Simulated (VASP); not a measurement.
Mg, 2 atoms in the cell. It takes space group Fd-3m (No. 227, cubic). Conventional cell: a = 7.062 Å, b = 7.062 Å, c = 7.062 Å, α = 90.00°, β = 90.00°, γ = 90.00°. Mg (site symmetry -43m) has 4 Mg at 3.06 Å within 4.0 Å.  This cell differs from its parent crystal: volume scaled by 1.04.

- Program: VASP 6.6.1
- Task: single point
- Functional: RPBE
- Potentials or basis: VASP PAW PBE potentials, release 64 (Mg)
- Cutoff: 520 eV
- k mesh: 9 × 9 × 9
- Occupations: fermi-dirac, width 0.1 eV
- Spin: no spin polarisation
- Dipole correction: no
- Further INCAR settings: ALGO = Normal; EDIFF = 1e-06; NBANDS = 9

Potentials or basis: VASP PAW PBE potentials, release 64 (Mg).

The run is started by

```console
$ cat potpaw_PBE.64/Mg/POTCAR > POTCAR
$ mpirun -np 1 vasp_std > vasp.out
```

Hardware: 1 thread of Intel(R) Xeon(R) 6975P-C (Granite Rapids) (shared host).

Task: Estimate the wall time of this run.

Result: Wall time 14 s on 1 thread of Intel(R) Xeon(R) 6975P-C (Granite Rapids) (shared host), peak memory 0.23 GiB. Counts: scf iterations 11, k points 35.
